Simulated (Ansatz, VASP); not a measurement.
## Ta2AlC2N: VASP beside Ansatz

```
Ta Al C N
1.0
    -2.06902    2.06902    5.00620
     2.06902   -2.06902    5.00620
     2.06902    2.06902   -5.00620
Ta Al C N
2 1 2 1
Direct
  0.69464 0.69464 0.00000
  0.30536 0.30536 0.00000
  0.00000 0.00000 0.00000
  0.25000 0.75000 0.50000
  0.75000 0.25000 0.50000
  0.50000 0.50000 0.00000
```

Change from the starting cell: species swapped into the SmB2Rh2C type (I4/mmm, No. 139).

Alike in both runs: functional PBE; k mesh 12 × 12 × 12; occupations gaussian, width 0.1 eV; no spin polarisation.

Ansatz relaxed the structure, and its values are those at the end. VASP's run is a single point on that final structure, the one shown.

|  | VASP | Ansatz |
| --- | --- | --- |
| version | VASP 6.6.1 | Ansatz 0.2.0 |
| potentials or method | VASP PAW PBE potentials, release 64 (Ta_pv, Al, C, N), cutoff 520 eV | scalar-relativistic, plane waves, PAW |
| valence electrons in the cell | 38 | 42 |

|  | VASP | Ansatz | Ansatz less VASP |
| --- | --- | --- | --- |
| gap on the k mesh at the Fermi level (eV) | none | none | - |
| pressure (GPa) | 0.4 | 0.0 | -0.43 |
| rms of the force components (eV/Å) | 0.018 | 0.000 | -0.0179 |

A gap of «none» marks a metal or a gap that the smearing closes. VASP's potentials hold 38 valence electrons a cell and Ansatz's 42, so a difference there can come from the potentials and not from the codes.

Neither program's run includes spin-orbit coupling.
